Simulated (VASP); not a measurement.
# Yb (I4/mmm) in VASP: a series of runs

Yb is run at these levels: PBE; tasks: single point.

All numbers are computed with VASP 6.6.1; they aren't measurements. Logs are shortened: lines on timing, memory, paths and dates and some standing lists are left out, and cuts for length are marked.

### Step 1. The cell of the first run

Symmetry: I4/mmm, No. 139, tetragonal system. The conventional cell has a = 3.936 Å, b = 3.936 Å, c = 5.153 Å, α = 90.00°, β = 90.00°, γ = 90.00°. Within 5.2 Å of Yb (site symmetry 4/mmm) lie 14 Yb at 3.79 to 5.15 Å.

### Step 2. Single point, PBE (39.91 Å³/atom)

Input file INCAR:

```
PREC = Accurate
ENCUT = 520
EDIFF = 1E-6
ISMEAR = 0
SIGMA = 0.15
LREAL = F
LASPH = T
NELM = 100
ALGO = Fast
ISIF = 2
LWAVE = F
LCHARG = F
GGA = PE
NBANDS = 18
```

Input file KPOINTS:

```
Automatic mesh
0
Gamma
  16 16 16
```

Input file POSCAR:

```
Yb
1.0
    0.0000000000      2.7830429028      2.5762628152
    2.7830429028      0.0000000000      2.5762628152
    2.7830429028      2.7830429028      0.0000000000
Yb
1
Direct
    0.0000000000      0.0000000000      0.0000000000
```

Potentials or basis: VASP PAW PBE potentials, release 64 (Yb).

The run is started by

```console
$ cat potpaw_PBE.64/Yb/POTCAR > POTCAR
$ mpirun -np 1 vasp_std > vasp.out
```

OUTCAR:

```text
PREC = Accurate
   ENCUT = 520
   EDIFF = 1E-6
   ISMEAR = 0
   LREAL = F
   LASPH = T
   NELM = 100
   ISIF = 2
   GGA = PE

 ion  position               nearest neighbor table
   1  0.000  0.000  0.000-

  LATTYP: Found a body centered tetragonal cell.
 ALAT       =     3.9358170178
 C/A-ratio  =     1.3091374947

  Lattice vectors:

 A1 = (   0.0000000000,  -2.7830429028,  -2.5762628152)
 A2 = (   0.0000000000,   2.7830429028,  -2.5762628152)
 A3 = (   2.7830429028,   0.0000000000,   2.5762628152)

Analysis of symmetry for initial positions (statically):
=====================================================================
 Subroutine PRICEL returns:
 Original cell was already a primitive cell.

 Routine SETGRP: Setting up the symmetry group for a
 body centered tetragonal supercell.

 Subroutine GETGRP returns: Found 16 space group operations
 (whereof 16 operations were pure point group operations)
 out of a pool of 16 trial point group operations.

The static configuration has the point symmetry D_4h.

Analysis of symmetry for dynamics (positions and initial velocities):
=====================================================================
 Subroutine PRICEL returns:
 Original cell was already a primitive cell.

 Routine SETGRP: Setting up the symmetry group for a
 body centered tetragonal supercell.

 Subroutine GETGRP returns: Found 16 space group operations
 (whereof 16 operations were pure point group operations)
 out of a pool of 16 trial point group operations.

The dynamic configuration has the point symmetry D_4h.

 Subroutine INISYM returns: Found 16 space group operations
 (whereof 16 operations are pure point group operations),
 and found     1 'primitive' translations

----------------------------------------------------------------------------------------

                                     Primitive cell

  volume of cell :      39.9080

  direct lattice vectors                    reciprocal lattice vectors
     0.000000000  2.783042903  2.576262815    -0.179659465  0.179659465  0.194079578
     2.783042903  0.000000000  2.576262815     0.179659465 -0.179659465  0.194079578
     2.783042903  2.783042903  0.000000000     0.179659465  0.179659465 -0.194079578

  length of vectors
     3.792421112  3.792421112  3.935817018     0.319721644  0.319721644  0.319721644

  position of ions in fractional coordinates (direct lattice)
     0.000000000  0.000000000  0.000000000

  ion indices of the primitive-cell ions
   primitive index   ion index
                 1           1

----------------------------------------------------------------------------------------

 KPOINTS: Automatic mesh

Automatic generation of k-mesh.
 Grid dimensions read from file:
 generate k-points for:   16   16   16

 Generating k-lattice:

  Cartesian coordinates                     Fractional coordinates (reciprocal lattice)
    -0.011228717  0.011228717  0.012129974     0.062500000 -0.000000000  0.000000000
     0.011228717 -0.011228717  0.012129974    -0.000000000  0.062500000  0.000000000
     0.011228717  0.011228717 -0.012129974     0.000000000  0.000000000  0.062500000

  Length of vectors
     0.019982603  0.019982603  0.019982603

  Shift w.r.t. Gamma in fractional coordinates (k-lattice)
     0.000000000  0.000000000  0.000000000

 Subroutine IBZKPT returns following result:
 ===========================================

 Found    349 irreducible k-points:

 Following reciprocal coordinates:
            Coordinates               Weight
  0.000000  0.000000  0.000000      1.000000
  0.062500 -0.000000  0.000000      8.000000
  0.125000 -0.000000  0.000000      8.000000
  0.187500 -0.000000  0.000000      8.000000
  0.250000 -0.000000  0.000000      8.000000
  0.312500 -0.000000  0.000000      8.000000
[... 16 lines left out ...]
 -0.125000  0.062500  0.000000      8.000000
 -0.062500  0.062500  0.000000      4.000000
 [... further k-points ...]
   k-points           NKPTS =    349   k-points in BZ     NKDIM =    349   number of bands    NBANDS=     18
   number of dos      NEDOS =    301   number of ions     NIONS =      1
   total plane-waves  NPLWV =  23520
   dimension x,y,z NGX =    28 NGY =   28 NGZ =   30
   dimension x,y,z NGXF=    56 NGYF=   56 NGZF=   60
   ions per type =               1
   NGX,Y,Z   is equivalent  to a cutoff of  12.27, 12.27, 12.67 a.u.
   NGXF,Y,Z  is equivalent  to a cutoff of  24.55, 24.55, 25.34 a.u.
 SYSTEM =  unknown system
   PREC   = accura    normal or accurate (medium, high low for compatibility)
   ISTART =      0    job   : 0-new  1-cont  2-samecut
   ICHARG =      2    charge: 1-file 2-atom 10-const
   ISPIN  =      1    spin polarized calculation?
   LNONCOLLINEAR =      F non collinear calculations
   LSORBIT =      F    spin-orbit coupling
   LASPH  =      T    aspherical Exc in radial PAW
   ENCUT  =  520.0 eV  38.22 Ry    6.18 a.u.   7.05  7.05  7.32*2*pi/ulx,y,z
   NELM   =    100;   NELMIN=  2; NELMDL= -5     # of ELM steps
   EDIFF  = 0.1E-05   stopping-criterion for ELM
   LREAL  =      F    real-space projection
   EDIFFG = 0.1E-04   stopping-criterion for IOM
   NSW    =      0    number of steps for IOM
   IBRION =     -1    ionic relax: 0-MD 1-quasi-New 2-CG
   NFREE  =      0    steps in history (QN), initial steepest desc. (CG)
   ISIF   =      2    stress and relaxation
   ISYM   =      2    0-nonsym 1-usesym 2-fastsym
   POTIM  = 0.5000    time-step for ionic-motion
   TEBEG  =    0.0;   TEEND  =   0.0 temperature during run
   PSTRESS=    0.0 pullay stress
   NELECT =      24.0000    total number of electrons
   NUPDOWN=      -1.0000    fix difference up-down
   EMIN   =  10.00;   EMAX   =-10.00  energy-range for DOS
   EFERMI =   0.00;   METHOD = LEGACY
   ISMEAR =     0;   SIGMA  =   0.15  broadening in eV -4-tet -1-fermi 0-gaus
   EFERMI_NEDOS =   21; number of points for ismear=-14 and -15
   IALGO  =     68    algorithm
   IMIX   =      4    mixing-type and parameters
     AMIX     =   0.40;   BMIX     =  1.00
     AMIX_MAG =   1.60;   BMIX_MAG =  1.00
  volume/ion in A,a.u.               =      39.91       269.31
  Fermi-wavevector in a.u.,A,eV,Ry     =   1.381843  2.611304 25.980176  1.909489
  Thomas-Fermi vector in A             =   2.506589
   LORBIT       =      0    0 simple, 1 ext, 2 COOP (PROOUT), +10 PAW based schemes
   GGA     = PE    functional components
   LHFCALC =     F    Hartree Fock is set to
   AEXX    =    0.0000 exact exchange contribution
   IVDW    =     0    specifies the selected vdW correction
   LEPSILON=     F    determine dielectric tensor
   LRPA    =     F    only Hartree local field effects (RPA)
 non-spin polarized calculation
 RMM-DIIS sequential band-by-band and
 Gauss-broadening in eV      SIGMA  =   0.15
  energy-cutoff  :      520.00
  volume of cell :       39.91
 maximum number of plane-waves:      1098
   NGX = 15   NGY = 15   NGZ = 15

 number of electron      23.9999995 magnetization

 Free energy of the ion-electron system (eV)
  ---------------------------------------------------
  ext. energy  EPLUGINS =         0.00000000
  ---------------------------------------------------
  free energy    TOTEN  =        -3.53968647 eV

  energy without entropy =       -3.52221775  energy(sigma->0) =       -3.53095211

 E-fermi :   1.2743     XC(G=0):  -8.9950

 val. band max:        1.2738964430   @ k =  -0.3125   0.4375   0.1875
 cond. band min:       1.2744855704   @ k =  -0.2500   0.1875   0.4375
 fundamental gap:      0.0005891274
 Fermi energy:         1.2743329123

 k-point     1 :       0.0000    0.0000    0.0000
  band No.  band energies     occupation
      1     -50.5451      2.00000
      2     -22.7921      2.00000
      3     -22.7921      2.00000
      4     -22.7882      2.00000
      5      -3.6701      2.00000
      6       0.8317      1.99997
[... 10 lines left out ...]
     17       6.2619      0.00000
     18      10.3652      0.00000

 k-point     2 :       0.0625   -0.0000    0.0000
  band No.  band energies     occupation
      1     -50.5447      2.00000
      2     -22.8002      2.00000
      3     -22.7939      2.00000
      4     -22.7901      2.00000
      5      -3.5880      2.00000
      6       0.8326      1.99997
[... 10 lines left out ...]
     17       6.1970      0.00000
     18      10.6023      0.00000

 k-point     3 :       0.1250   -0.0000    0.0000
  band No.  band energies     occupation
      1     -50.5437      2.00000
      2     -22.8264      2.00000
      3     -22.7989      2.00000
      4     -22.7925      2.00000
      5      -3.3460      2.00000
      6       0.8355      1.99996
[... 10 lines left out ...]
     17       6.0511      0.00000
     18      11.0237      0.00000

 k-point     4 :       0.1875   -0.0000    0.0000
  band No.  band energies     occupation
      1     -50.5420      2.00000
      2     -22.8656      2.00000
      3     -22.8064      2.00000
      4     -22.7957      2.00000
      5      -2.9579      2.00000
      6       0.8403      1.99996
[... 10 lines left out ...]
     17       5.9340      0.00000
     18      10.5179      0.00000

 k-point     5 :       0.2500   -0.0000    0.0000
  band No.  band energies     occupation
      1     -50.5401      2.00000
      2     -22.9113      2.00000
      3     -22.8153      2.00000
      4     -22.7995      2.00000
      5      -2.4477      2.00000
      6       0.8470      1.99994
[... 10 lines left out ...]
     17       5.9905      0.00000
     18       9.8048      0.00000

 k-point     6 :       0.3125   -0.0000    0.0000
  band No.  band energies     occupation
      1     -50.5382      2.00000
      2     -22.9565      2.00000
      3     -22.8241      2.00000
      4     -22.8032      2.00000
      5      -1.8538      2.00000
      6       0.8540      1.99993
[... 307 lines left out ...]
 k-point    21 :      -0.2500    0.0625    0.0000
  band No.  band energies     occupation
      1     -50.5394      2.00000
      2     -22.9215      2.00000
      3     -22.8159      2.00000
      4     -22.8117      2.00000
      5      -2.2268      2.00000
      6       0.8523      1.99993
[... 10 lines left out ...]
     17       6.3798      0.00000
     18       9.8457      0.00000

 k-point    22 :      -0.1875    0.0625    0.0000
  band No.  band energies     occupation
      1     -50.5413      2.00000
      2     -22.8767      2.00000
      3     -22.8072      2.00000
      4     -22.8070      2.00000
      5      -2.7617      2.00000
      6       0.8449      1.99995
[... 10 lines left out ...]
     17       6.1600      0.00000
     18      10.6169      0.00000

 k-point    23 :      -0.1250    0.0625    0.0000
  band No.  band energies     occupation
      1     -50.5430      2.00000
      2     -22.8374      2.00000
      3     -22.8020      2.00000
      4     -22.7997      2.00000
      5      -3.1830      2.00000
      6       0.8388      1.99996
[... 10 lines left out ...]
     17       6.1055      0.00000
     18      11.3066      0.00000

 k-point    24 :      -0.0625    0.0625    0.0000
  band No.  band energies     occupation
      1     -50.5442      2.00000
      2     -22.8108      2.00000
      3     -22.7955      2.00000
      4     -22.7951      2.00000
      5      -3.4637      2.00000
      6       0.8347      1.99997
[... 10 lines left out ...]
     17       6.1624      0.00000
     18      10.8678      0.00000

 [... further k-points ...]
[... 5 lines left out ...]
  --------------------------------------------------------------------------------------
  -------------------------------------------------------------------------------------
  Total       -0.5399040     -0.5399040     -0.4684838      0.0000000      0.0000000     -0.0000000
  in kB      -21.6754021    -21.6754021    -18.8081099      0.0000000      0.0000000     -0.0000000
  external PRESSURE =     -20.7196380 kB  Pullay stress =       0.0000000 kB

 VOLUME and BASIS-vectors are now :
 -----------------------------------------------------------------------------
  energy-cutoff  :      520.00
  volume of cell :       39.91
      direct lattice vectors                 reciprocal lattice vectors
     0.000000000  2.783042903  2.576262815    -0.179659465  0.179659465  0.194079578
     2.783042903  0.000000000  2.576262815     0.179659465 -0.179659465  0.194079578
     2.783042903  2.783042903  0.000000000     0.179659465  0.179659465 -0.194079578

 POSITION                                       TOTAL-FORCE (eV/Angst)
 -----------------------------------------------------------------------------------
      0.00000      0.00000      0.00000         0.000000      0.000000     -0.000000
 -----------------------------------------------------------------------------------
    total drift:                               -0.000000      0.000000     -0.000000

  FREE ENERGIE OF THE ION-ELECTRON SYSTEM (eV)
  ---------------------------------------------------
  free  energy   TOTEN  =        -3.5396864678 eV

  energy  without entropy=       -3.5222177508  energy(sigma->0) =       -3.53095211
```

Run time: 6.4 min. Hardware: 1 thread of Intel Xeon 6975P-C (Granite Rapids), shared host; peak memory 0.39 GiB.

Results:

* Free energy: -3.5397 eV
* Pressure: -2.1 GPa
* Band gap on the k mesh: zero (bands 12 and 13 overlap by 0.13 eV)

Stress tensor (GPa, compression positive):
```
-2.17  0.00  0.00
 0.00 -2.17  0.00
 0.00  0.00 -1.88
```

Caveat: spin-orbit coupling is left out, which moves the levels of the heavy elements. Spin polarisation is off, so any magnetic state and its effect on volume and gap are missing.

(Part 1 of 2 ends here.)
